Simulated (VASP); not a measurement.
A run of VASP 6.6.1 is set up as follows.

Contents of INCAR:

```
SYSTEM = FeO
  PREC = Accurate
  ENCUT = 520
  EDIFF = 1E-7
  ISMEAR = -1
  SIGMA = 0.05
  LREAL = .FALSE.
  LASPH = .TRUE.
  NELM = 150
  ALGO = Normal
  ISIF = 2
  LWAVE = .FALSE.
  LCHARG = .FALSE.
  ISPIN = 2
  MAGMOM = 3 0
  LORBIT = 11
  LMAXMIX = 4
  NBANDS = 18
```

File KPOINTS:

```
regular mesh
0
G
  12 12 12
  0 0 0
```

POSCAR

```
FeO
1.0
   -1.5804507126      1.5804507126      2.0552348490
    1.5804507126     -1.5804507126      2.0552348490
    1.5804507126      1.5804507126     -2.0552348490
Fe O
1 1
Direct
    0.0000000000      0.0000000000      0.0000000000
    0.5000000000      0.5000000000      0.0000000000
```

Potentials or basis: VASP PAW LDA potentials, release 64 (Fe, O).

The run is started by

```sh
$ cat potpaw_LDA.64/Fe/POTCAR potpaw_LDA.64/O/POTCAR > POTCAR
$ mpirun -np 1 vasp_std > vasp.out
```

(1) Predict the net moment.

(2) Estimate the pressure.

(3) Estimate the site moments.

## Answers

(1) 3.95 μB per cell.

(2) -17.5 GPa.

(3) Fe +3.53; O +0.31 μB.

Caveat: a cell with one magnetic atom can't hold antiferromagnetic order, which such compounds often take.
